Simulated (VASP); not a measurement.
# NbAs (I4_1md) in VASP: a series of runs

NbAs is run at these levels: PBE, PBEsol; tasks: single point.

Everything below comes from runs of VASP 6.6.1. Logs are shortened: lines on timing, memory, paths and dates and some standing lists are left out, and cuts for length are marked.

## 1. The cell of the first run

It takes space group I4_1md (No. 109, tetragonal). Conventional cell: a = 3.452 Å, b = 3.452 Å, c = 11.680 Å, α = 90.00°, β = 90.00°, γ = 90.00°. Nb (site symmetry 2mm) has 6 As at 2.60 to 2.63 Å and 8 Nb at 3.39 to 3.45 Å within 3.5 Å. Within 3.5 Å of As (site symmetry 2mm) lie 6 Nb at 2.60 to 2.63 Å and 8 As at 3.39 to 3.45 Å.

## 2. Single point, PBE

The input, INCAR:

```
SYSTEM = NbAs
ALGO     = Normal         ! electronic algorithm
EDIFF    = 1E-7           ! SCF threshold, eV
ENCUT    = 520            ! plane-wave cutoff, eV
GGA      = PE             ! functional
ISIF     = 2              ! what is computed and relaxed
ISMEAR   = 0              ! smearing method
LASPH    = .TRUE.         ! aspherical terms in the spheres
LCHARG   = .TRUE.         ! write CHGCAR
LELF     = .TRUE.         ! ELF
LREAL    = .FALSE.        ! projectors in reciprocal space
LVHAR    = .TRUE.       
LWAVE    = .FALSE.        ! write WAVECAR
NBANDS   = 26             ! bands
NELM     = 80             ! most SCF steps
PREC     = Accurate       ! precision mode
SIGMA    = 0.03           ! smearing width, eV
```

The input, KPOINTS:

```
k-points
0
G
  11 11 11
  0 0 0
```

The input, POSCAR:

```
NbAs
1.0
   -1.7258500000      1.7258500000      5.8400000000
    1.7258500000     -1.7258500000      5.8400000000
    1.7258500000      1.7258500000     -5.8400000000
Nb As
2 2
Direct
    0.5000000000      0.0000000000      0.5000000000
    0.7500000000      0.7500000000      0.0000000000
    0.9160000000      0.4160000000      0.5000000000
    0.1660000000      0.1660000000      0.0000000000
```

Potentials or basis: VASP PAW PBE potentials, release 64 (Nb_sv, As).

On the command line:

```bash
$ cat potpaw_PBE.64/Nb_sv/POTCAR potpaw_PBE.64/As/POTCAR > POTCAR
$ mpirun -np 1 vasp_std > vasp.out
```

OUTCAR:

```text
SYSTEM = NbAs
   EDIFF = 1E-7
   ENCUT = 520
   GGA = PE
   ISIF = 2
   ISMEAR = 0
   LASPH = .TRUE.
   LREAL = .FALSE.
   NELM = 80
   PREC = Accurate

 ion  position               nearest neighbor table
   1  0.500  0.000  0.500-   4 2.60   4 2.60   3 2.63   3 2.63   3 2.63   3 2.63
   2  0.750  0.750  0.000-   3 2.60   3 2.60   4 2.63   4 2.63   4 2.63   4 2.63
   3  0.916  0.416  0.500-   2 2.60   2 2.60   1 2.63   1 2.63   1 2.63   1 2.63
   4  0.166  0.166  0.000-   1 2.60   1 2.60   2 2.63   2 2.63   2 2.63   2 2.63

  LATTYP: Found a body centered tetragonal cell.
 ALAT       =     3.4517000000
 C/A-ratio  =     3.3838398470

  Lattice vectors:

 A1 = (  -1.7258500000,   1.7258500000,   5.8400000000)
 A2 = (   1.7258500000,  -1.7258500000,   5.8400000000)
 A3 = (   1.7258500000,   1.7258500000,  -5.8400000000)

Analysis of symmetry for initial positions (statically):
=====================================================================
 Subroutine PRICEL returns:
 Original cell was already a primitive cell.

 Routine SETGRP: Setting up the symmetry group for a
 body centered tetragonal supercell.

 Subroutine GETGRP returns: Found  8 space group operations
 (whereof  4 operations were pure point group operations)
 out of a pool of 16 trial point group operations.

The static configuration has the point symmetry C_2v.
 The point group associated with its full space group is C_4v.

Analysis of symmetry for dynamics (positions and initial velocities):
=====================================================================
 Subroutine PRICEL returns:
 Original cell was already a primitive cell.

 Routine SETGRP: Setting up the symmetry group for a
 body centered tetragonal supercell.

 Subroutine GETGRP returns: Found  8 space group operations
 (whereof  4 operations were pure point group operations)
 out of a pool of 16 trial point group operations.

The dynamic configuration has the point symmetry C_2v.
 The point group associated with its full space group is C_4v.

 Subroutine INISYM returns: Found  8 space group operations
 (whereof  4 operations are pure point group operations),
 and found     1 'primitive' translations

----------------------------------------------------------------------------------------

                                     Primitive cell

  volume of cell :      69.5791

  direct lattice vectors                    reciprocal lattice vectors
    -1.725850000  1.725850000  5.840000000     0.000000000  0.289712316  0.085616438
     1.725850000 -1.725850000  5.840000000     0.289712316  0.000000000  0.085616438
     1.725850000  1.725850000 -5.840000000     0.289712316  0.289712316  0.000000000

  length of vectors
     6.329511549  6.329511549  6.329511549     0.302098329  0.302098329  0.409715086

  position of ions in fractional coordinates (direct lattice)
     0.500000000  0.000000000  0.500000000
     0.750000000  0.750000000  0.000000000
     0.916000000  0.416000000  0.500000000
     0.166000000  0.166000000  0.000000000

  ion indices of the primitive-cell ions
   primitive index   ion index
                 1           1
                 2           2
                 3           3
                 4           4

----------------------------------------------------------------------------------------

 KPOINTS: k-points

Automatic generation of k-mesh.
 Grid dimensions read from file:
 generate k-points for:   11   11   11

 Generating k-lattice:

  Cartesian coordinates                     Fractional coordinates (reciprocal lattice)
     0.000000000  0.026337483  0.007783313     0.090909091 -0.000000000  0.000000000
     0.026337483  0.000000000  0.007783313    -0.000000000  0.090909091  0.000000000
     0.026337483  0.026337483  0.000000000     0.000000000  0.000000000  0.090909091

  Length of vectors
     0.027463484  0.027463484  0.037246826

  Shift w.r.t. Gamma in fractional coordinates (k-lattice)
     0.000000000  0.000000000  0.000000000

 Subroutine IBZKPT returns following result:
 ===========================================

 Found    126 irreducible k-points:

 Following reciprocal coordinates:
            Coordinates               Weight
  0.000000  0.000000  0.000000      1.000000
  0.090909 -0.000000  0.000000      8.000000
  0.181818 -0.000000  0.000000      8.000000
  0.272727 -0.000000  0.000000      8.000000
  0.363636 -0.000000  0.000000      8.000000
  0.454545 -0.000000  0.000000      8.000000
[... 16 lines left out ...]
 -0.272727  0.181818 -0.000000     16.000000
 -0.181818  0.181818  0.000000      4.000000
 [... further k-points ...]
   k-points           NKPTS =    126   k-points in BZ     NKDIM =    126   number of bands    NBANDS=     26
   number of dos      NEDOS =    301   number of ions     NIONS =      4
   total plane-waves  NPLWV = 110592
   dimension x,y,z NGX =    48 NGY =   48 NGZ =   48
   dimension x,y,z NGXF=    96 NGYF=   96 NGZF=   96
   ions per type =               2   2
   NGX,Y,Z   is equivalent  to a cutoff of  12.61, 12.61, 12.61 a.u.
   NGXF,Y,Z  is equivalent  to a cutoff of  25.21, 25.21, 25.21 a.u.
 SYSTEM =  NbAs
   PREC   = accura    normal or accurate (medium, high low for compatibility)
   ISTART =      0    job   : 0-new  1-cont  2-samecut
   ICHARG =      2    charge: 1-file 2-atom 10-const
   ISPIN  =      1    spin polarized calculation?
   LNONCOLLINEAR =      F non collinear calculations
   LSORBIT =      F    spin-orbit coupling
   LASPH  =      T    aspherical Exc in radial PAW
   ENCUT  =  520.0 eV  38.22 Ry    6.18 a.u.  11.77 11.77 11.77*2*pi/ulx,y,z
   NELM   =     80;   NELMIN=  2; NELMDL= -5     # of ELM steps
   EDIFF  = 0.1E-06   stopping-criterion for ELM
   LREAL  =      F    real-space projection
   EDIFFG = 0.1E-05   stopping-criterion for IOM
   NSW    =      0    number of steps for IOM
   IBRION =     -1    ionic relax: 0-MD 1-quasi-New 2-CG
   NFREE  =      0    steps in history (QN), initial steepest desc. (CG)
   ISIF   =      2    stress and relaxation
   ISYM   =      2    0-nonsym 1-usesym 2-fastsym
   POTIM  = 0.5000    time-step for ionic-motion
   TEBEG  =    0.0;   TEEND  =   0.0 temperature during run
   PSTRESS=    0.0 pullay stress
   NELECT =      36.0000    total number of electrons
   NUPDOWN=      -1.0000    fix difference up-down
   EMIN   =  10.00;   EMAX   =-10.00  energy-range for DOS
   EFERMI =   0.00;   METHOD = LEGACY
   ISMEAR =     0;   SIGMA  =   0.03  broadening in eV -4-tet -1-fermi 0-gaus
   EFERMI_NEDOS =   21; number of points for ismear=-14 and -15
   IALGO  =     38    algorithm
   IMIX   =      4    mixing-type and parameters
     AMIX     =   0.40;   BMIX     =  1.00
     AMIX_MAG =   1.60;   BMIX_MAG =  1.00
  volume/ion in A,a.u.               =      17.39       117.39
  Fermi-wavevector in a.u.,A,eV,Ry     =   1.314264  2.483599 23.501213  1.727290
  Thomas-Fermi vector in A             =   2.444529
   LORBIT       =      0    0 simple, 1 ext, 2 COOP (PROOUT), +10 PAW based schemes
   GGA     = PE    functional components
   LHFCALC =     F    Hartree Fock is set to
   AEXX    =    0.0000 exact exchange contribution
   IVDW    =     0    specifies the selected vdW correction
   LEPSILON=     F    determine dielectric tensor
   LRPA    =     F    only Hartree local field effects (RPA)
 non-spin polarized calculation
 Gauss-broadening in eV      SIGMA  =   0.03
  energy-cutoff  :      520.00
  volume of cell :       69.58
 maximum number of plane-waves:      1896
   NGX = 23   NGY = 23   NGZ = 23

 number of electron      35.9999999 magnetization

 Free energy of the ion-electron system (eV)
  ---------------------------------------------------
  ext. energy  EPLUGINS =         0.00000000
  ---------------------------------------------------
  free energy    TOTEN  =       -32.50733268 eV

  energy without entropy =      -32.50704424  energy(sigma->0) =      -32.50718846

 E-fermi :   9.6569     XC(G=0): -11.8492

 val. band max:        9.6485770743   @ k =  -0.1818  -0.4545   0.1818
 cond. band min:       9.6727090723   @ k =  -0.1818   0.2727   0.1818
 fundamental gap:      0.0241319980
 Fermi energy:         9.6568657671

 k-point     1 :       0.0000    0.0000    0.0000
  band No.  band energies     occupation
      1     -45.4852      2.00000
      2     -45.4567      2.00000
      3     -21.7052      2.00000
      4     -21.5957      2.00000
      5     -21.5957      2.00000
      6     -21.4363      2.00000
[... 18 lines left out ...]
     25      13.6096      0.00000
     26      13.6097      0.00000

 k-point     2 :       0.0909   -0.0000    0.0000
  band No.  band energies     occupation
      1     -45.4838      2.00000
      2     -45.4562      2.00000
      3     -21.6996      2.00000
      4     -21.6118      2.00000
      5     -21.5942      2.00000
      6     -21.4526      2.00000
[... 18 lines left out ...]
     25      13.6961      0.00000
     26      13.9472      0.00000

 k-point     3 :       0.1818   -0.0000    0.0000
  band No.  band energies     occupation
      1     -45.4801      2.00000
      2     -45.4550      2.00000
      3     -21.6921      2.00000
      4     -21.6467      2.00000
      5     -21.5901      2.00000
      6     -21.4931      2.00000
[... 18 lines left out ...]
     25      13.9833      0.00000
     26      14.7016      0.00000

 k-point     4 :       0.2727   -0.0000    0.0000
  band No.  band energies     occupation
      1     -45.4749      2.00000
      2     -45.4535      2.00000
      3     -21.7300      2.00000
      4     -21.6441      2.00000
      5     -21.5848      2.00000
      6     -21.5414      2.00000
[... 18 lines left out ...]
     25      14.0652      0.00000
     26      15.4245      0.00000
[... 496 lines left out ...]
      1     -45.4663      2.00000
      2     -45.4492      2.00000
      3     -21.7709      2.00000
      4     -21.6508      2.00000
      5     -21.6104      2.00000
      6     -21.5685      2.00000
[... 18 lines left out ...]
     25      13.8916      0.00000
     26      15.6192      0.00000

 k-point    23 :      -0.2727    0.1818   -0.0000
  band No.  band energies     occupation
      1     -45.4713      2.00000
      2     -45.4503      2.00000
      3     -21.7202      2.00000
      4     -21.6600      2.00000
      5     -21.6187      2.00000
      6     -21.5363      2.00000
[... 18 lines left out ...]
     25      13.8577      0.00000
     26      15.2406      0.00000

 k-point    24 :      -0.1818    0.1818    0.0000
  band No.  band energies     occupation
      1     -45.4760      2.00000
      2     -45.4521      2.00000
      3     -21.6856      2.00000
      4     -21.6559      2.00000
      5     -21.6268      2.00000
      6     -21.4929      2.00000
[... 18 lines left out ...]
     25      13.4133      0.00000
     26      14.8839      0.00000

 [... further k-points ...]
[... 5 lines left out ...]
  --------------------------------------------------------------------------------------
  -------------------------------------------------------------------------------------
  Total        1.3503603      1.3503603      1.6032923      0.0000000      0.0000000      0.0000000
  in kB       31.0943374     31.0943374     36.9185266      0.0000000      0.0000000      0.0000000
  external PRESSURE =      33.0357338 kB  Pullay stress =       0.0000000 kB

 VOLUME and BASIS-vectors are now :
 -----------------------------------------------------------------------------
  energy-cutoff  :      520.00
  volume of cell :       69.58
      direct lattice vectors                 reciprocal lattice vectors
    -1.725850000  1.725850000  5.840000000     0.000000000  0.289712316  0.085616438
     1.725850000 -1.725850000  5.840000000     0.289712316  0.000000000  0.085616438
     1.725850000  1.725850000 -5.840000000     0.289712316  0.289712316  0.000000000

 POSITION                                       TOTAL-FORCE (eV/Angst)
 -----------------------------------------------------------------------------------
      0.00000      1.72585      0.00000         0.000000      0.000000     -0.301922
      0.00000      0.00000      8.76000         0.000000      0.000000     -0.301922
      0.00000      1.72585      4.85888        -0.000000     -0.000000      0.301922
      0.00000      0.00000      1.93888        -0.000000     -0.000000      0.301922
 -----------------------------------------------------------------------------------
    total drift:                               -0.000000     -0.000000     -0.000028

  FREE ENERGIE OF THE ION-ELECTRON SYSTEM (eV)
  ---------------------------------------------------
  free  energy   TOTEN  =       -32.5073326805 eV

  energy  without entropy=      -32.5070442436  energy(sigma->0) =      -32.50718846
```

Wall time 12 min (1 thread of Intel Xeon 8259CL, shared host); peak memory 0.45 GiB.

Results:

```yaml
Free_energy: -32.5073 eV
Pressure: 3.3 GPa
Largest_force: 0.302 eV/Å
Band_gap_on_the_k_mesh: 0.02 eV (least direct gap 0.07 eV)
```

Forces on the atoms (eV/Å):
```
Nb   0.000  0.000 -0.302
Nb   0.000  0.000 -0.302
As   0.000  0.000  0.302
As   0.000  0.000  0.302
```

Stress tensor (GPa, compression positive):
```
3.11 0.00 0.00
0.00 3.11 0.00
0.00 0.00 3.69
```

Levels at points of the mesh, in eV from the valence-band top:
```csv
k point,band 15,band 16,band 17,band 18,band 19,band 20,band 21,band 22
"(0.00, 0.00, 0.00)",-2.04,-1.68,-1.39,-1.39,0.72,1.29,2.40,3.01
```

Caveat: the cell stands under pressure; an odd mesh through Γ misses points on the zone boundary, where band edges can lie.

## 3. Single point, PBE (16.70 Å³/atom)

This run uses another cell than the first one, of 16.70 Å³/atom.

The input, INCAR:

```
SYSTEM = NbAs
  PREC = Accurate
  ENCUT = 520
  EDIFF = 1E-6
  ISMEAR = -1
  SIGMA = 0.05
  LREAL = .False.
  LASPH = .True.
  NELM = 80
  ALGO = Normal
  ISIF = 2
  LWAVE = .False.
  LCHARG = .True.
  GGA = PE
  LELF = .True.
  LVHAR = .True.
  NBANDS = 26
```

The input, KPOINTS:

```
regular mesh
0
Gamma
  11 11 11
  0 0 0
```

The input, POSCAR:

```
NbAs
1.0
   -1.7025248434      1.7025248434      5.7610714056
    1.7025248434     -1.7025248434      5.7610714056
    1.7025248434      1.7025248434     -5.7610714056
Nb As
2 2
Direct
    0.5000000000      0.0000000000      0.5000000000
    0.7500000000      0.7500000000      0.0000000000
    0.9160000000      0.4160000000      0.5000000000
    0.1660000000      0.1660000000      0.0000000000
```

Potentials or basis: VASP PAW PBE potentials, release 64 (Nb_sv, As).

On the command line:

```bash
$ cat potpaw_PBE.64/Nb_sv/POTCAR potpaw_PBE.64/As/POTCAR > POTCAR
$ mpirun -np 1 vasp_std > vasp.out
```

Run time: 14 min. Hardware: 1 thread of Intel Xeon 8259CL, shared host; peak memory 0.45 GiB.

The run converged. Its results:

- Free energy: -32.3850 eV
- Pressure: 11.3 GPa
- Largest force: 0.353 eV/Å
- Band gap on the k mesh: 0.03 eV (least direct gap 0.09 eV)

Forces on the atoms (eV/Å):
```
Nb   0.000  0.000 -0.353
Nb   0.000  0.000 -0.353
As   0.000  0.000  0.353
As   0.000  0.000  0.353
```

Stress tensor (GPa, compression positive):
```
11.35  0.00  0.00
 0.00 11.35  0.00
 0.00  0.00 11.12
```

Levels at points of the mesh, in eV from the valence-band top:
| k point | band 14 | band 15 | band 16 | band 17 | band 18 | band 19 | band 20 | band 21 | band 22 | band 23 |
| --- | --- | --- | --- | --- | --- | --- | --- | --- | --- | --- |
| (0.00, 0.00, 0.00) | -2.31 | -2.15 | -1.77 | -1.41 | -1.41 | 0.77 | 1.38 | 2.55 | 3.19 | 3.19 |

Caveat: the cell stands under pressure; an odd mesh through Γ misses points on the zone boundary, where band edges can lie.

## 4. Single point, PBEsol (16.70 Å³/atom)

This run uses another cell than the first one, of 16.70 Å³/atom.

The input, INCAR:

```
SYSTEM = NbAs
  ALGO = Normal
  EDIFF = 1E-6
  ENCUT = 520
  GGA = PS
  ISIF = 2
  ISMEAR = -1
  LASPH = .TRUE.
  LCHARG = .FALSE.
  LREAL = .FALSE.
  LWAVE = .FALSE.
  NBANDS = 26
  NELM = 60
  PREC = Accurate
  SIGMA = 0.05
```

The input, KPOINTS:

```
k-points
0
G
  11 11 11
  0 0 0
```

POSCAR is that of step 3.

On the command line:

```bash
$ cat potpaw_PBE.64/Nb_sv/POTCAR potpaw_PBE.64/As/POTCAR > POTCAR
$ mpirun -np 1 vasp_std > vasp.out
```

Run time: 13 min. Hardware: 1 thread of Intel Xeon 8259CL, shared host; peak memory 0.45 GiB.

Results (log left out):

- Free energy: -35.0830 eV
- Pressure: 5.4 GPa
- Largest force: 0.344 eV/Å
- Band gap on the k mesh: 0.03 eV (least direct gap 0.08 eV)

Forces in eV/Å, atoms in the order of the input:
```
Nb   0.000  0.000 -0.344
Nb   0.000  0.000 -0.344
As   0.000  0.000  0.344
As   0.000  0.000  0.344
```

Stress tensor (GPa, compression positive):
```
5.36 0.00 0.00
0.00 5.36 0.00
0.00 0.00 5.46
```

Levels at points of the mesh, in eV from the valence-band top:
```
           k point  band 15  band 16  band 17  band 18  band 19  band 20  band 21  band 22
(0.00, 0.00, 0.00)    -2.17    -1.78    -1.41    -1.41     0.77     1.39     2.55     3.20
```

Caveat: the cell stands under pressure; the PAW data sets were made with another functional, which shifts forces and pressure a little; an odd mesh through Γ misses points on the zone boundary, where band edges can lie.

## 5. Summary

```tsv
level	cell	smearing	gap on the mesh (eV)	pressure (GPa)	largest force (eV/Å)
PBE	a = 6.330 Å, angles 148.4, 148.4, 45.4°, 4 atoms	gaussian 0.03 eV	0.02	3.3	0.30
PBE	a = 6.244 Å, angles 148.4, 148.4, 45.4°, 4 atoms	fermi-dirac 0.05 eV	0.03	11.3	0.35
PBEsol	a = 6.244 Å, angles 148.4, 148.4, 45.4°, 4 atoms	fermi-dirac 0.05 eV	0.03	5.4	0.34
```

Alike in all rows: task single point; potentials or basis VASP PAW PBE potentials, release 64 (Nb_sv, As); no spin polarisation; k mesh 11 × 11 × 11; cutoff (eV) 520.

Caveats: the cell stands under pressure; an odd mesh through Γ misses points on the zone boundary, where band edges can lie; the PAW data sets were made with another functional, which shifts forces and pressure a little (at least some runs).

Absolute energies hang on the potentials; compare differences alone.
